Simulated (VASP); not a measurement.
# In (Im-3m) in VASP: further runs

In is run at these levels: r2SCAN; tasks: single point.

Everything below comes from runs of VASP 6.6.1. Logs are shortened: lines on timing, memory, paths and dates and some standing lists are left out, and cuts for length are marked.

**1. The cell of the first run**

It takes space group Im-3m (No. 229, cubic). Conventional cell: a = 3.765 Å, b = 3.765 Å, c = 3.765 Å, α = 90.00°, β = 90.00°, γ = 90.00°. In (site symmetry m-3m) has 14 In at 3.26 to 3.77 Å within 4.3 Å.

**2. Single point, r2SCAN**

POSCAR

```
In
1.0
   -1.8825252400      1.8825252400      1.8825252400
    1.8825252400     -1.8825252400      1.8825252400
    1.8825252400      1.8825252400     -1.8825252400
In
1
Direct
    0.0000000000      0.0000000000      0.0000000000
```

INCAR.step1

```
  PREC = Accurate
  ENCUT = 520
  ISMEAR = -1
  SIGMA = 0.05
  LREAL = F
  LASPH = T
  NELM = 100
  NBANDS = 12
  GGA = PE
  ALGO = Normal
  EDIFF = 1E-4
  LWAVE = T
  LCHARG = F
```

INCAR.step2

```
  PREC = Accurate
  ENCUT = 520
  EDIFF = 1E-6
  ISMEAR = -1
  SIGMA = 0.05
  LREAL = F
  LASPH = T
  NELM = 100
  ALGO = Normal
  ISIF = 2
  LWAVE = F
  LCHARG = T
  METAGGA = R2SCAN
  LMIXTAU = T
  LELF = T
  LVHAR = T
  NBANDS = 12
  ISTART = 1
```

KPOINTS

```
Automatic mesh
0
Gamma
  10 10 10
```

Potentials or basis: VASP PAW PBE potentials, release 64 (In_d).

Launch:

```sh
cat potpaw_PBE.64/In_d/POTCAR > POTCAR
cp INCAR.step1 INCAR
mpirun -np 1 vasp_std > vasp.out
cp INCAR.step2 INCAR
mpirun -np 1 vasp_std > vasp.out
```

OUTCAR:

```text
PREC = Accurate
   ENCUT = 520
   EDIFF = 1E-6
   ISMEAR = -1
   LREAL = F
   LASPH = T
   NELM = 100
   ISIF = 2
   METAGGA = R2SCAN
   ISTART = 1

 ion  position               nearest neighbor table
   1  0.000  0.000  0.000-

  LATTYP: Found a body centered cubic cell.
 ALAT       =     3.7650504800

  Lattice vectors:

 A1 = (  -1.8825252400,   1.8825252400,   1.8825252400)
 A2 = (   1.8825252400,  -1.8825252400,   1.8825252400)
 A3 = (   1.8825252400,   1.8825252400,  -1.8825252400)

Analysis of symmetry for initial positions (statically):
=====================================================================
 Subroutine PRICEL returns:
 Original cell was already a primitive cell.

 Routine SETGRP: Setting up the symmetry group for a
 body centered cubic supercell.

 Subroutine GETGRP returns: Found 48 space group operations
 (whereof 48 operations were pure point group operations)
 out of a pool of 48 trial point group operations.

The static configuration has the point symmetry O_h .

Analysis of symmetry for dynamics (positions and initial velocities):
=====================================================================
 Subroutine PRICEL returns:
 Original cell was already a primitive cell.

 Routine SETGRP: Setting up the symmetry group for a
 body centered cubic supercell.

 Subroutine GETGRP returns: Found 48 space group operations
 (whereof 48 operations were pure point group operations)
 out of a pool of 48 trial point group operations.

The dynamic configuration has the point symmetry O_h .

 Subroutine INISYM returns: Found 48 space group operations
 (whereof 48 operations are pure point group operations),
 and found     1 'primitive' translations

----------------------------------------------------------------------------------------

                                     Primitive cell

  volume of cell :      26.6859

  direct lattice vectors                    reciprocal lattice vectors
    -1.882525240  1.882525240  1.882525240     0.000000000  0.265600689  0.265600689
     1.882525240 -1.882525240  1.882525240     0.265600689  0.000000000  0.265600689
     1.882525240  1.882525240 -1.882525240     0.265600689  0.265600689  0.000000000

  length of vectors
     3.260629362  3.260629362  3.260629362     0.375616096  0.375616096  0.375616096

  position of ions in fractional coordinates (direct lattice)
     0.000000000  0.000000000  0.000000000

  ion indices of the primitive-cell ions
   primitive index   ion index
                 1           1

----------------------------------------------------------------------------------------

 KPOINTS: Automatic mesh

Automatic generation of k-mesh.
 Grid dimensions read from file:
 generate k-points for:   10   10   10

 Generating k-lattice:

  Cartesian coordinates                     Fractional coordinates (reciprocal lattice)
     0.000000000  0.026560069  0.026560069     0.100000000  0.000000000  0.000000000
     0.026560069  0.000000000  0.026560069     0.000000000  0.100000000  0.000000000
     0.026560069  0.026560069  0.000000000     0.000000000  0.000000000  0.100000000

  Length of vectors
     0.037561610  0.037561610  0.037561610

  Shift w.r.t. Gamma in fractional coordinates (k-lattice)
     0.000000000  0.000000000  0.000000000

 Subroutine IBZKPT returns following result:
 ===========================================

 Found     47 irreducible k-points:

 Following reciprocal coordinates:
            Coordinates               Weight
  0.000000  0.000000  0.000000      1.000000
  0.100000  0.000000  0.000000     12.000000
  0.200000  0.000000  0.000000     12.000000
  0.300000  0.000000  0.000000     12.000000
  0.400000  0.000000  0.000000     12.000000
  0.500000  0.000000  0.000000      6.000000
[... 16 lines left out ...]
  0.300000  0.300000  0.100000      8.000000
 -0.300000  0.300000  0.100000     24.000000
 [... further k-points ...]
   k-points           NKPTS =     47   k-points in BZ     NKDIM =     47   number of bands    NBANDS=     12
   number of dos      NEDOS =    301   number of ions     NIONS =      1
   total plane-waves  NPLWV =  13824
   dimension x,y,z NGX =    24 NGY =   24 NGZ =   24
   dimension x,y,z NGXF=    48 NGYF=   48 NGZF=   48
   ions per type =               1
   NGX,Y,Z   is equivalent  to a cutoff of  12.24, 12.24, 12.24 a.u.
   NGXF,Y,Z  is equivalent  to a cutoff of  24.47, 24.47, 24.47 a.u.
 SYSTEM =  unknown system
   PREC   = accura    normal or accurate (medium, high low for compatibility)
   ISTART =      1    job   : 0-new  1-cont  2-samecut
   ICHARG =      0    charge: 1-file 2-atom 10-const
   ISPIN  =      1    spin polarized calculation?
   LNONCOLLINEAR =      F non collinear calculations
   LSORBIT =      F    spin-orbit coupling
   LASPH  =      T    aspherical Exc in radial PAW
   ENCUT  =  520.0 eV  38.22 Ry    6.18 a.u.   6.06  6.06  6.06*2*pi/ulx,y,z
   NELM   =    100;   NELMIN=  2; NELMDL=  0     # of ELM steps
   EDIFF  = 0.1E-05   stopping-criterion for ELM
   LREAL  =      F    real-space projection
   EDIFFG = 0.1E-04   stopping-criterion for IOM
   NSW    =      0    number of steps for IOM
   IBRION =     -1    ionic relax: 0-MD 1-quasi-New 2-CG
   NFREE  =      0    steps in history (QN), initial steepest desc. (CG)
   ISIF   =      2    stress and relaxation
   ISYM   =      2    0-nonsym 1-usesym 2-fastsym
   POTIM  = 0.5000    time-step for ionic-motion
   TEBEG  =    0.0;   TEEND  =   0.0 temperature during run
   PSTRESS=    0.0 pullay stress
   NELECT =      13.0000    total number of electrons
   NUPDOWN=      -1.0000    fix difference up-down
   EMIN   =  10.00;   EMAX   =-10.00  energy-range for DOS
   EFERMI =   0.00;   METHOD = LEGACY
   ISMEAR =    -1;   SIGMA  =   0.05  broadening in eV -4-tet -1-fermi 0-gaus
   EFERMI_NEDOS =   21; number of points for ismear=-14 and -15
   IALGO  =     38    algorithm
   IMIX   =      4    mixing-type and parameters
     AMIX     =   0.40;   BMIX     =  1.00
     AMIX_MAG =   1.60;   BMIX_MAG =  1.00
  volume/ion in A,a.u.               =      26.69       180.09
  Fermi-wavevector in a.u.,A,eV,Ry     =   1.288136  2.434225 22.576080  1.659295
  Thomas-Fermi vector in A             =   2.420108
   LORBIT       =      0    0 simple, 1 ext, 2 COOP (PROOUT), +10 PAW based schemes
   METAGGA = R2SCAN    functional components
   LHFCALC =     F    Hartree Fock is set to
   AEXX    =    0.0000 exact exchange contribution
   IVDW    =     0    specifies the selected vdW correction
   LEPSILON=     F    determine dielectric tensor
   LRPA    =     F    only Hartree local field effects (RPA)
 non-spin polarized calculation
  energy-cutoff  :      520.00
  volume of cell :       26.69
 maximum number of plane-waves:       736
   NGX = 13   NGY = 13   NGZ = 13

 number of electron      13.0000005 magnetization

 Free energy of the ion-electron system (eV)
  ---------------------------------------------------
  ext. energy  EPLUGINS =         0.00000000
  ---------------------------------------------------
  free energy    TOTEN  =       -22.55815965 eV

  energy without entropy =      -22.55286602  energy(sigma->0) =      -22.55551283

 E-fermi :   7.2011     XC(G=0): -10.9746

 val. band max:        7.1876310389   @ k =   0.3000   0.3000   0.0000
 cond. band min:       7.2248425508   @ k =   0.2000   0.2000   0.2000
 fundamental gap:      0.0372115119
 Fermi energy:         7.2011254091

 k-point     1 :       0.0000    0.0000    0.0000
  band No.  band energies     occupation
      1      -7.9989      2.00000
      2      -7.9988      2.00000
      3      -7.9988      2.00000
      4      -7.7162      2.00000
      5      -7.7162      2.00000
      6      -2.6230      2.00000
      7      18.7878      0.00000
      8      18.7878      0.00000
      9      18.7878      0.00000
     10      20.9802      0.00000
     11      20.9802      0.00000
     12      20.9802      0.00000

 k-point     2 :       0.1000    0.0000    0.0000
  band No.  band energies     occupation
      1      -8.0097      2.00000
      2      -7.9892      2.00000
      3      -7.9575      2.00000
      4      -7.7275      2.00000
      5      -7.7168      2.00000
      6      -2.3821      2.00000
      7      16.5802      0.00000
      8      17.7178      0.00000
      9      18.2479      0.00000
     10      19.8559      0.00000
     11      20.1081      0.00000
     12      20.8299      0.00000

 k-point     3 :       0.2000    0.0000    0.0000
  band No.  band energies     occupation
      1      -8.0380      2.00000
      2      -7.9757      2.00000
      3      -7.8471      2.00000
      4      -7.7497      2.00000
      5      -7.7182      2.00000
      6      -1.6506      2.00000
      7      12.9296      0.00000
      8      16.0284      0.00000
      9      17.0460      0.00000
     10      18.9796      0.00000
     11      19.0501      0.00000
     12      21.3926      0.00000

 k-point     4 :       0.3000    0.0000    0.0000
  band No.  band energies     occupation
      1      -8.0729      2.00000
      2      -7.9886      2.00000
      3      -7.7545      2.00000
      4      -7.7195      2.00000
      5      -7.7067      2.00000
      6      -0.4157      2.00000
      7       9.4373      0.00000
      8      14.6117      0.00000
      9      15.9532      0.00000
     10      18.2825      0.00000
     11      18.3604      0.00000
     12      22.6053      0.00000

 k-point     5 :       0.4000    0.0000    0.0000
  band No.  band energies     occupation
      1      -8.1010      2.00000
      2      -8.0211      2.00000
      3      -7.7409      2.00000
      4      -7.7202      2.00000
      5      -7.5897      2.00000
      6       1.3178      2.00000
      7       6.3165      2.00000
      8      13.6932      0.00000
      9      15.2458      0.00000
     10      17.8270      0.00000
     11      18.0056      0.00000
     12      24.1969      0.00000
[... 228 lines left out ...]
      1      -8.0496      2.00000
      2      -7.9361      2.00000
      3      -7.7429      2.00000
      4      -7.7264      2.00000
      5      -7.6910      2.00000
      6       3.4193      2.00000
      7       6.0484      2.00000
      8       8.6551      0.00000
      9      11.1691      0.00000
     10      22.8769      0.00000
     11      24.7625      0.00000
     12      25.0257      0.00000

 k-point    22 :      -0.2000    0.2000    0.1000
  band No.  band energies     occupation
      1      -7.9960      2.00000
      2      -7.9535      2.00000
      3      -7.8545      2.00000
      4      -7.7841      2.00000
      5      -7.7193      2.00000
      6      -1.4076      2.00000
      7      13.0944      0.00000
      8      14.9460      0.00000
      9      15.8592      0.00000
     10      18.1427      0.00000
     11      20.4203      0.00000
     12      20.8822      0.00000

 k-point    23 :       0.3000    0.3000    0.1000
  band No.  band energies     occupation
      1      -8.0406      2.00000
      2      -7.8349      2.00000
      3      -7.8349      2.00000
      4      -7.7143      2.00000
      5      -7.7143      2.00000
      6       4.5942      2.00000
      7       6.4491      2.00000
      8       6.4491      2.00000
      9      10.8994      0.00000
     10      24.4877      0.00000
     11      24.4877      0.00000
     12      25.0016      0.00000

 k-point    24 :      -0.3000    0.3000    0.1000
  band No.  band energies     occupation
      1      -8.0284      2.00000
      2      -7.9625      2.00000
      3      -7.7895      2.00000
      4      -7.7326      2.00000
      5      -7.7128      2.00000
      6      -0.1734      2.00000
      7       9.6486      0.00000
      8      13.6184      0.00000
      9      14.9456      0.00000
     10      18.7420      0.00000
     11      19.5973      0.00000
     12      20.6185      0.00000

 [... further k-points ...]
[... 5 lines left out ...]
  --------------------------------------------------------------------------------------
  -------------------------------------------------------------------------------------
  Total       -0.0239369     -0.0239369     -0.0239369     -0.0000000      0.0000000      0.0000000
  in kB       -1.4371280     -1.4371280     -1.4371280     -0.0000000      0.0000000      0.0000000
  external PRESSURE =      -1.4371280 kB  Pullay stress =       0.0000000 kB

 VOLUME and BASIS-vectors are now :
 -----------------------------------------------------------------------------
  energy-cutoff  :      520.00
  volume of cell :       26.69
      direct lattice vectors                 reciprocal lattice vectors
    -1.882525240  1.882525240  1.882525240     0.000000000  0.265600689  0.265600689
     1.882525240 -1.882525240  1.882525240     0.265600689  0.000000000  0.265600689
     1.882525240  1.882525240 -1.882525240     0.265600689  0.265600689  0.000000000

 POSITION                                       TOTAL-FORCE (eV/Angst)
 -----------------------------------------------------------------------------------
      0.00000      0.00000      0.00000        -0.000000     -0.000000      0.000000
 -----------------------------------------------------------------------------------
    total drift:                                0.000000      0.000000      0.000000

  FREE ENERGIE OF THE ION-ELECTRON SYSTEM (eV)
  ---------------------------------------------------
  free  energy   TOTEN  =       -22.5581596473 eV

  energy  without entropy=      -22.5528660175  energy(sigma->0) =      -22.55551283
```

Wall time 63 s (1 thread of Intel Xeon 8259CL, shared host); peak memory 0.15 GiB.

Results:

| Property | Result |
| --- | --- |
| Free energy | -22.5582 eV |
| Pressure | -0.1 GPa |

Levels at points of the mesh, in eV from the Fermi level:
```
           k point  band 4  band 5  band 6  band 7  band 8  band 9
(0.00, 0.00, 0.00)  -14.92  -14.92   -9.82   11.59   11.59   11.59
(0.50, 0.00, 0.00)  -14.92  -14.75   -3.98   -3.25    6.17    7.80
(0.50, 0.50, 0.50)  -14.79  -14.79    1.24    1.33    1.33    1.33
```

Caveat: the PAW data sets were made with another functional, which shifts forces and pressure a little; spin-orbit coupling is left out, which moves the levels of the heavy elements.

(Continued in part 2 of 2.)
